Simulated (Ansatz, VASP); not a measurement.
## SiO2 in VASP and in Ansatz

```
CELL_PARAMETERS angstrom
-4.15082 4.15082 4.15082
4.15082 -4.15082 4.15082
4.15082 4.15082 -4.15082
ATOMIC_POSITIONS crystal
Si 0.50000 0.00000 0.77908
Si 0.27908 0.27908 0.27908
Si 0.50000 0.00000 0.22092
Si 0.72092 0.72092 0.72092
Si 0.77908 0.50000 0.00000
Si 0.00000 0.22092 0.50000
Si 0.22092 0.50000 0.00000
Si 0.00000 0.77908 0.50000
O 0.68892 0.93892 0.75000
O 0.75000 0.68892 0.93892
O 0.81108 0.56108 0.25000
O 0.75000 0.18892 0.43892
O 0.06108 0.25000 0.31108
O 0.50000 0.00000 0.00000
O 0.25000 0.81108 0.56108
O 0.43892 0.75000 0.18892
O 0.31108 0.06108 0.25000
O 0.18892 0.43892 0.75000
O 0.93892 0.75000 0.68892
O 0.50000 0.50000 0.50000
O 0.25000 0.31108 0.06108
O 0.00000 0.50000 0.00000
O 0.00000 0.00000 0.50000
O 0.56108 0.25000 0.81108
```

Alike in both runs: functional LDA; k mesh 4 × 4 × 4; occupations gaussian, width 0.02 eV; no spin polarisation.

Ansatz relaxed the structure, and its values are those at the end. VASP's run is a single point on that final structure, the one shown.

```csv
,VASP,Ansatz
version,VASP 6.6.1,Ansatz 0.2.0
potentials or method,"VASP PAW LDA potentials, release 64 (Si, O), cutoff 520 eV","scalar-relativistic, plane waves, PAW"
valence electrons in the cell,128,128
```

|  | VASP | Ansatz | Ansatz less VASP |
| --- | --- | --- | --- |
| gap on the k mesh at the Fermi level (eV) | 5.96 | 5.95 | -0.006 |
| least direct gap on the mesh (eV) | 6.00 | 6.00 | -0.007 |
| pressure (GPa) | 2.1 | 1.4 | -0.73 |
| rms of the force components (eV/Å) | 0.021 | 0.002 | -0.0191 |

LDA's correlation is that of Perdew and Zunger in VASP and of Perdew and Wang (1992) in Ansatz. Ansatz's warnings: stress scf threshold loose.
